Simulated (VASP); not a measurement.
Here is a VASP 6.6.1 calculation.

Contents of INCAR:

```
SYSTEM = BiTe
PREC = Accurate
ENCUT = 520
EDIFF = 1E-6
ISMEAR = -1
SIGMA = 0.05
LREAL = .FALSE.
LASPH = .TRUE.
NELM = 80
ALGO = Normal
ISIF = 2
LWAVE = .FALSE.
LCHARG = .TRUE.
GGA = PS
IVDW = 12
LELF = .TRUE.
LVHAR = .TRUE.
NBANDS = 18
```

File KPOINTS:

```
Automatic mesh
0
G
  7 7 7
  0 0 0
```

File POSCAR:

```
BiTe
1.0
    0.0000000000      3.2350000000      3.2350000000
    3.2350000000      0.0000000000      3.2350000000
    3.2350000000      3.2350000000      0.0000000000
Bi Te
1 1
Direct
    0.0000000000      0.0000000000      0.0000000000
    0.5000000000      0.5000000000      0.5000000000
```

Potentials or basis: VASP PAW PBE potentials, release 64 (Bi_d, Te).

Run with:

```sh
$ cat potpaw_PBE.64/Bi_d/POTCAR potpaw_PBE.64/Te/POTCAR > POTCAR
$ mpirun -np 1 vasp_std > vasp.out
```

(1) Predict the pressure.

(2) Estimate the dispersion energy per atom.

Results:

(1) -3.7 GPa.

(2) -0.445 eV.

Caveat: three body term missing; the PAW data sets were made with another functional, which shifts forces and pressure a little; pairwise dispersion overbinds metals, which lowers pressure and volume.
